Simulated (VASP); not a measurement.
# BiP (Pm-3m) in VASP: notebook, part 2 of 2

VASP 6.6.1.

## Step 5: Single point, r2SCAN (21.91 Å³/atom)

This run uses another cell than the first one, of 21.91 Å³/atom.

POSCAR reads:

```
BiP
1.0
    3.5254581456      0.0000000000      0.0000000000
    0.0000000000      3.5254581456      0.0000000000
    0.0000000000      0.0000000000      3.5254581456
Bi P
1 1
Direct
    0.0000000000      0.0000000000      0.0000000000
    0.5000000000      0.5000000000      0.5000000000
```

INCAR.step1 reads:

```
PREC = Accurate
ENCUT = 520
ISMEAR = 0
SIGMA = 0.05
LREAL = False
LASPH = True
NELM = 80
NBANDS = 17
GGA = PE
ALGO = Normal
EDIFF = 1E-4
LWAVE = True
LCHARG = False
```

INCAR.step2 reads:

```
PREC = Accurate
ENCUT = 520
EDIFF = 1E-7
ISMEAR = 0
SIGMA = 0.05
LREAL = False
LASPH = True
NELM = 80
ALGO = Normal
ISIF = 2
LWAVE = False
LCHARG = True
METAGGA = R2SCAN
LMIXTAU = True
LELF = True
LVHAR = True
NBANDS = 17
ISTART = 1
```

KPOINTS reads:

```
Automatic mesh
0
Gamma
  10 10 10
```

Potentials or basis: VASP PAW PBE potentials, release 64 (Bi_d, P).

Command:

```bash
> cat potpaw_PBE.64/Bi_d/POTCAR potpaw_PBE.64/P/POTCAR > POTCAR
> cp INCAR.step1 INCAR
> mpirun -np 1 vasp_std > vasp.out
> cp INCAR.step2 INCAR
> mpirun -np 1 vasp_std > vasp.out
```

OUTCAR:

```text
PREC = Accurate
   ENCUT = 520
   EDIFF = 1E-7
   ISMEAR = 0
   LREAL = False
   LASPH = True
   NELM = 80
   ISIF = 2
   METAGGA = R2SCAN
   ISTART = 1

 ion  position               nearest neighbor table
   1  0.000  0.000  0.000-   2 3.05   2 3.05   2 3.05   2 3.05   2 3.05   2 3.05   2 3.05   2 3.05

   2  0.500  0.500  0.500-   1 3.05   1 3.05   1 3.05   1 3.05   1 3.05   1 3.05   1 3.05   1 3.05

  LATTYP: Found a simple cubic cell.
 ALAT       =     3.5254581456

  Lattice vectors:

[... 668 lines left out ...]
------------------------ aborting loop because EDIFF is reached ----------------------------------------

  FORCE on cell =-STRESS in cart. coord.  units (eV):
  Direction    XX          YY          ZZ          XY          YZ          ZX
  --------------------------------------------------------------------------------------
  -------------------------------------------------------------------------------------
  Total        0.9615462      0.9615462      0.9615462     -0.0000000     -0.0000000     -0.0000000
  in kB       35.1587993     35.1587993     35.1587993     -0.0000000     -0.0000000     -0.0000000
  external PRESSURE =      35.1587993 kB  Pullay stress =       0.0000000 kB

 VOLUME and BASIS-vectors are now :
 -----------------------------------------------------------------------------
  energy-cutoff  :      520.00
  volume of cell :       43.82
      direct lattice vectors                 reciprocal lattice vectors
     3.525458146  0.000000000  0.000000000     0.283651077  0.000000000  0.000000000
     0.000000000  3.525458146  0.000000000     0.000000000  0.283651077  0.000000000
     0.000000000  0.000000000  3.525458146     0.000000000  0.000000000  0.283651077

 POSITION                                       TOTAL-FORCE (eV/Angst)
 -----------------------------------------------------------------------------------
      0.00000      0.00000      0.00000         0.000000      0.000000      0.000000
      1.76273      1.76273      1.76273         0.000000      0.000000      0.000000
 -----------------------------------------------------------------------------------
    total drift:                               -0.000000      0.000000     -0.000000

  FREE ENERGIE OF THE ION-ELECTRON SYSTEM (eV)
  ---------------------------------------------------
  free  energy   TOTEN  =       -66.3745630807 eV

  energy  without entropy=      -66.3735480763  energy(sigma->0) =      -66.37405558
```

OUTCAR.step1:

```text
PREC = Accurate
   ENCUT = 520
   ISMEAR = 0
   LREAL = False
   LASPH = True
[... 703 lines left out ...]
      0.00000      0.00000      0.00000         0.000000      0.000000      0.000000
      1.76273      1.76273      1.76273         0.000000      0.000000      0.000000
 -----------------------------------------------------------------------------------
    total drift:                               -0.000000      0.000000     -0.000000

  FREE ENERGIE OF THE ION-ELECTRON SYSTEM (eV)
  ---------------------------------------------------
  free  energy   TOTEN  =        -8.3884867760 eV

  energy  without entropy=       -8.3867132840  energy(sigma->0) =       -8.38760003
```

Run time: 61 s. Hardware: 1 thread of Intel Xeon 6975P-C (Granite Rapids), shared host; peak memory 0.18 GiB.

What came out:

| Quantity | Value |
| --- | --- |
| Free energy | -66.3746 eV |
| Pressure | 3.5 GPa |
| Band gap on the k mesh | zero (bands 10 and 11 overlap by 3.45 eV) |

Levels at points of the mesh, in eV from the Fermi level:
| k point | band 6 | band 7 | band 8 | band 9 | band 10 | band 11 | band 12 | band 13 | band 14 | band 15 |
| --- | --- | --- | --- | --- | --- | --- | --- | --- | --- | --- |
| (0.00, 0.00, 0.00) | -15.12 | -6.65 | -2.21 | -2.21 | -2.21 | 4.15 | 4.15 | 6.64 | 6.64 | 6.64 |
| (0.50, 0.00, 0.00) | -12.49 | -11.52 | -0.08 | 0.15 | 0.17 | 0.17 | 1.91 | 1.91 | 5.67 | 8.25 |
| (0.50, 0.50, 0.00) | -10.81 | -9.77 | -6.23 | -6.23 | 0.64 | 3.98 | 4.46 | 4.46 | 7.32 | 8.47 |
| (0.50, 0.50, 0.50) | -9.44 | -9.01 | -2.92 | -2.92 | -2.92 | -2.81 | -2.81 | -2.81 | 16.69 | 16.69 |

Caveat: the cell stands under pressure; the PAW data sets were made with another functional, which shifts forces and pressure a little; spin-orbit coupling is left out, which moves the levels of the heavy elements.

## Step 6: Single point, r2SCAN (22.37 Å³/atom)

This run uses another cell than the first one, of 22.37 Å³/atom.

POSCAR reads:

```
BiP
1.0
    3.5497724183      0.0000000000      0.0000000000
    0.0000000000      3.5497724183      0.0000000000
    0.0000000000      0.0000000000      3.5497724183
Bi P
1 1
Direct
    0.0000000000      0.0000000000      0.0000000000
    0.5000000000      0.5000000000      0.5000000000
```

INCAR.step1 reads:

```
SYSTEM = BiP
PREC = Accurate
ENCUT = 520
ISMEAR = 0
SIGMA = 0.05
LREAL = .FALSE.
LASPH = .TRUE.
NELM = 80
NBANDS = 17
GGA = PE
ALGO = Normal
EDIFF = 1E-4
LWAVE = .TRUE.
LCHARG = .FALSE.
```

INCAR.step2 reads:

```
SYSTEM = BiP
PREC = Accurate
ENCUT = 520
EDIFF = 1E-6
ISMEAR = 0
SIGMA = 0.05
LREAL = .FALSE.
LASPH = .TRUE.
NELM = 80
ALGO = Normal
ISIF = 2
LWAVE = .FALSE.
LCHARG = .TRUE.
METAGGA = R2SCAN
LMIXTAU = .TRUE.
LELF = .TRUE.
LVHAR = .TRUE.
NBANDS = 17
ISTART = 1
```

KPOINTS reads:

```
regular mesh
0
G
  10 10 10
  0 0 0
```

Potentials or basis: VASP PAW PBE potentials, release 64 (Bi_d, P).

Command:

```bash
> cat potpaw_PBE.64/Bi_d/POTCAR potpaw_PBE.64/P/POTCAR > POTCAR
> cp INCAR.step1 INCAR
> mpirun -np 1 vasp_std > vasp.out
> cp INCAR.step2 INCAR
> mpirun -np 1 vasp_std > vasp.out
```

Run time: 63 s. Hardware: 1 thread of Intel Xeon 6975P-C (Granite Rapids), shared host; peak memory 0.18 GiB.

The run converged. Its results:

| Item | Value |
| --- | --- |
| Free energy | -66.3896 eV |
| Pressure | 1.7 GPa |
| Band gap on the k mesh | zero (bands 10 and 11 overlap by 3.36 eV) |

Levels at points of the mesh, in eV from the Fermi level:
| k point | band 8 | band 9 | band 10 | band 11 | band 12 | band 13 |
| --- | --- | --- | --- | --- | --- | --- |
| (0.00, 0.00, 0.00) | -2.15 | -2.15 | -2.15 | 4.20 | 4.20 | 6.46 |
| (0.50, 0.00, 0.00) | -0.14 | 0.09 | 0.18 | 0.18 | 1.89 | 1.89 |
| (0.50, 0.50, 0.00) | -6.08 | -6.08 | 0.64 | 3.87 | 4.38 | 4.38 |
| (0.50, 0.50, 0.50) | -2.84 | -2.84 | -2.84 | -2.72 | -2.72 | -2.72 |

Caveat: the PAW data sets were made with another functional, which shifts forces and pressure a little; spin-orbit coupling is left out, which moves the levels of the heavy elements.

## Step 7: Summary

| level | cell | k mesh | gap on the mesh (eV) | pressure (GPa) |
| --- | --- | --- | --- | --- |
| PBE | a = 3.560 Å, 2 atoms | 6 × 6 × 6 | none | 2.1 |
| PBE | a = 3.576 Å, 2 atoms | 6 × 6 × 6 | none | 0.9 |
| PBE | a = 3.592 Å, 2 atoms | 6 × 6 × 6 | none | -0.1 |
| r2SCAN | a = 3.525 Å, 2 atoms | 10 × 10 × 10 | none | 3.5 |
| r2SCAN | a = 3.550 Å, 2 atoms | 10 × 10 × 10 | none | 1.7 |

Alike in all rows: task single point; potentials or basis VASP PAW PBE potentials, release 64 (Bi_d, P); no spin polarisation; cutoff (eV) 520; smearing gaussian 0.05 eV.

Caveats: spin-orbit coupling is left out, which moves the levels of the heavy elements; the PAW data sets were made with another functional, which shifts forces and pressure a little (at least some runs); the cell stands under pressure (at least some runs).

Total energies depend on the potentials used, so only differences within one code and one set of settings carry meaning.
